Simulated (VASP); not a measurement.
Set up this calculation in VASP 6.6.1, as the native input.

| Item | Value |
| --- | --- |
| Task | electric field gradients |
| Functional | LDA |
| Potentials or basis | VASP PAW LDA potentials, release 64 (K_sv, Cl) |
| Cutoff | 520 eV |
| k mesh | 7 × 7 × 7 |
| Occupations | fermi-dirac, width 0.03 eV |
| Spin | no spin polarisation |
| Dipole correction | no |
| Further INCAR settings | ALGO = Normal; EDIFF = 1e-08; NBANDS = 15 |

The structure of KCl lies in POSCAR:

```
KCl
1.0
   -0.0946830000      3.1087585000      3.1087585000
    3.1087585000     -0.0946830000      3.1087585000
    3.1087585000      3.1087585000     -0.0946830000
K Cl
1 1
Direct
    0.0000000000      0.0000000000      0.0000000000
    0.5000000000      0.5000000000      0.5000000000
```

This cell differs from its parent crystal: equal xy, yz and zx shear strains of -3 %.

These files were run (other wordings do the same):

INCAR

```
SYSTEM = KCl
PREC = Accurate
ENCUT = 520
EDIFF = 1E-8
ISMEAR = -1
SIGMA = 0.03
LREAL = .False.
LASPH = .True.
NELM = 80
ALGO = Normal
ISIF = 2
LWAVE = .False.
LCHARG = .False.
LEFG = .True.
NBANDS = 15
```

KPOINTS

```
regular mesh
0
Gamma
  7 7 7
  0 0 0
```

Potentials or basis: VASP PAW LDA potentials, release 64 (K_sv, Cl).

Command:

```bash
$ cat potpaw_LDA.64/K_sv/POTCAR potpaw_LDA.64/Cl/POTCAR > POTCAR
$ mpirun -np 1 vasp_std > vasp.out
```

It gave:

The pressure is -2.1 GPa, the band gap on the k mesh is 4.66 eV and the largest electric field gradient by atom is K +3.2; Cl -4.0 V/Å².

Caveat: the cell differs from its parent crystal (equal xy, yz and zx shear strains of -3 %); without QUAD_EFG the Cq values of the log hold for a quadrupole moment of 1 mb, not for the nuclei; an odd mesh through Γ misses points on the zone boundary, where band edges can lie.

It took 54 s on 1 thread of Intel Xeon 8259CL, with other jobs on the host, peak memory 0.19 GiB.
